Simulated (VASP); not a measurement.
Write the native input for VASP 6.6.1 that does the following.

```yaml
Task: single point
Functional: r2SCAN
Potentials_or_basis: VASP PAW PBE potentials, release 64 (Cs_sv, Sn_d, I)
Cutoff: 520 eV
k_mesh: 6 × 6 × 6
Occupations: gaussian, width 0.02 eV
Spin: no spin polarisation
Dipole_correction: no
Further_INCAR_settings: ALGO = Normal; EDIFF = 1e-06; NBANDS = 30
```

CsSnI3:

```
Cs Sn I
1.0
     6.22436    0.00000    0.00000
     0.00000    6.22436    0.00000
     0.00000    0.00000    6.22436
Cs Sn I
1 1 3
Cartesian
  0.0000 0.0000 0.0000
  3.1122 3.1122 3.1122
  0.0000 3.1122 3.1122
  3.1122 0.0000 3.1122
  3.1122 3.1122 0.0000
```

These files were run (other wordings do the same):

POSCAR

```
CsSnI3
1.0
    6.2243573057      0.0000000000      0.0000000000
    0.0000000000      6.2243573057      0.0000000000
    0.0000000000      0.0000000000      6.2243573057
Cs Sn I
1 1 3
Direct
    0.0000000000      0.0000000000      0.0000000000
    0.5000000000      0.5000000000      0.5000000000
    0.0000000000      0.5000000000      0.5000000000
    0.5000000000      0.0000000000      0.5000000000
    0.5000000000      0.5000000000      0.0000000000
```

INCAR.step1

```
ALGO = Normal
EDIFF = 1E-4
ENCUT = 520
GGA = PE
ISMEAR = 0
LASPH = True
LCHARG = False
LREAL = False
LWAVE = True
NBANDS = 30
NELM = 100
PREC = Accurate
SIGMA = 0.02
```

INCAR.step2

```
ALGO = Normal
EDIFF = 1E-6
ENCUT = 520
ISIF = 2
ISMEAR = 0
ISTART = 1
LASPH = True
LCHARG = False
LMIXTAU = True
LREAL = False
LWAVE = False
METAGGA = R2SCAN
NBANDS = 30
NELM = 100
PREC = Accurate
SIGMA = 0.02
```

KPOINTS

```
k-points
0
Gamma
  6 6 6
```

Potentials or basis: VASP PAW PBE potentials, release 64 (Cs_sv, Sn_d, I).

Launch:

```sh
$ cat potpaw_PBE.64/Cs_sv/POTCAR potpaw_PBE.64/Sn_d/POTCAR potpaw_PBE.64/I/POTCAR > POTCAR
$ cp INCAR.step1 INCAR
$ mpirun -np 1 vasp_std > vasp.out
$ cp INCAR.step2 INCAR
$ mpirun -np 1 vasp_std > vasp.out
```

It gave:

The pressure is 0.0 GPa and the band gap on the k mesh is 0.46 eV, direct.

Caveat: the PAW data sets were made with another functional, which shifts forces and pressure a little; spin-orbit coupling is left out, which moves the levels of the heavy elements.

Run time: 5.5 min on 1 thread of Intel(R) Xeon(R) Platinum 8259CL CPU @ 2.50GHz (Skylake/Cascade Lake), on a shared host, peak memory 0.46 GiB.
